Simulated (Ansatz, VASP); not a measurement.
# CdI2: VASP beside Ansatz

Contents of INCAR:

```
SYSTEM = CdI2
PREC = Accurate
ENCUT = 400
EDIFF = 1E-8
ISMEAR = -1
SIGMA = 0.03
LREAL = .FALSE.
LASPH = .TRUE.
NELM = 120
ALGO = Normal
ISIF = 2
LWAVE = .FALSE.
LCHARG = .FALSE.
GGA = PS
LEFG = .TRUE.
NBANDS = 20
GGA_COMPAT = .FALSE.
```

File KPOINTS:

```
regular mesh
0
G
  8 8 4
  0 0 0
```

Contents of POSCAR:

```
CdI2
1.0
    3.9783659557      0.0000000000      0.0000000000
   -1.9891829778      3.4453659832      0.0000000000
    0.0000000000      0.0000000000      6.2444196353
Cd I
1 2
Direct
    0.0000000000      0.0000000000      0.0000000000
    0.3333333333      0.6666666667      0.2764654787
    0.6666666667      0.3333333333      0.7235345213
```

Input for Ansatz:

```yaml
crystal:
  lattice:
    - [3.9783659557, 0.0, 0.0]
    - [-1.9891829778, 3.4453659832, 0.0]
    - [0.0, 0.0, 6.2444196353]
  atoms:
    - { symbol: Cd, position: [0.0, 0.0, 0.0] }
    - { symbol: I, position: [0.3333333333, 0.6666666667, 0.2764654787] }
    - { symbol: I, position: [0.6666666667, 0.3333333333, 0.7235345213] }
kpoints:
  mp_grid: { grid: [8, 8, 4] }
  band_path:
    path:
      - [0.0, 0.0, 0.0]
      - [0.5, 0.0, 0.0]
      - [0.3333333333, 0.3333333333, 0.0]
      - [0.0, 0.0, 0.0]
      - [0.0, 0.0, 0.5]
      - [0.5, 0.0, 0.5]
      - [0.3333333333, 0.3333333333, 0.5]
      - [0.0, 0.0, 0.5]
      - [0.5, 0.0, 0.5]
    npoints: 6
scf:
  occupations: { method: fermi_dirac, width: 0.03 }
hamiltonian:
  xc: pbesol
  pseudopotentials: { kind: paw }
output:
  forces: true
  stress: true
  eigenvalues: true
  efg: { contact_densities: true }
  populations: true
```

Change from the starting cell: volume scaled by 0.8, PAW files.

Alike in both runs: task electric field gradients; functional PBEsol; k mesh 8 × 8 × 4; occupations fermi-dirac, width 0.03 eV; no spin polarisation.

```csv
,VASP,Ansatz
version,VASP 6.6.1,Ansatz 0.2.0
potentials or method,"VASP PAW PBE potentials, release 64 (Cd, I)","PAW with Ansatz's default frozen-core files, scalar-relativistic"
plane-wave cutoff (eV),400,420
valence electrons in the cell,26,54
```

Ansatz gave:

| Item | Value |
| --- | --- |
| gap on the k mesh at the Fermi level (eV) | 1.95 |
| pressure (GPa) | 7.4 |
| rms of the force components (eV/Å) | 0.001 |
| size of Vzz on the site where it differs most (V/Å²) | 9.0 |

Q: Estimate VASP's values.

A: gap on the k mesh at the Fermi level (eV): 1.93; pressure (GPa): 7.5; rms of the force components (eV/Å): 0.021; size of Vzz on the site where it differs most (V/Å²): 8.2.

VASP's potentials were made for PBE, not for PBEsol. Atom by atom the forces differ by 0.019 eV/Å (rms over components). VASP's potentials hold 26 valence electrons a cell and Ansatz's 54, so a difference there can come from the potentials and not from the codes.

Neither program's run includes spin-orbit coupling.
